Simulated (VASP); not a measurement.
A run of VASP 6.6.1:

Contents of INCAR:

```
SYSTEM = Li4TmGe
ALGO     = Normal         ! electronic algorithm
EDIFF    = 1E-6           ! SCF threshold, eV
ENCUT    = 750            ! plane-wave cutoff, eV
GGA      = PE             ! functional
GGA_COMPAT= .False.      
ISIF     = 2              ! what is computed and relaxed
ISMEAR   = 0              ! smearing method
LASPH    = .True.         ! aspherical terms in the spheres
LCHARG   = .False.        ! write CHGCAR
LMAXMIX  = 6              ! l up to which the mixer works
LREAL    = .False.        ! projectors in reciprocal space
LWAVE    = .False.        ! write WAVECAR
NBANDS   = 26             ! bands
NELM     = 200            ! most SCF steps
PREC     = Accurate       ! precision mode
SIGMA    = 0.1            ! smearing width, eV
```

KPOINTS

```
k-points
0
Gamma
  8 8 8
  0 0 0
```

POSCAR

```
Li4TmGe
1.0
    2.0812913920     -7.1928796160      0.0000000000
    2.0812913920      7.1928796160      0.0000000000
    0.0000000000      0.0000000000      4.1820522007
Li Tm Ge
4 1 1
Direct
    0.3371635539      0.6628364461      0.0000000000
    0.8288707979      0.1711292021      0.5000000000
    0.1711292021      0.8288707979      0.5000000000
    0.6628364461      0.3371635539      0.0000000000
    0.5000000000      0.5000000000      0.5000000000
    0.0000000000      0.0000000000      0.0000000000
```

Potentials or basis: VASP PAW PBE potentials, release 64 (Li_sv, Tm_3, Ge_d), 4f in core.

Launch:

```console
$ cat potpaw_PBE.64/Li_sv/POTCAR potpaw_PBE.64/Tm_3/POTCAR potpaw_PBE.64/Ge_d/POTCAR > POTCAR
$ mpirun -np 1 vasp_std > vasp.out
```

Hardware: 1 thread of Intel(R) Xeon(R) 6975P-C (Granite Rapids), with other jobs on the host.

Task: How long does it take, and how much memory?

Result: Run time: 8.2 min on 1 thread of Intel(R) Xeon(R) 6975P-C (Granite Rapids) (shared host), peak memory 0.84 GiB. Counts: scf iterations 12, k points 105.
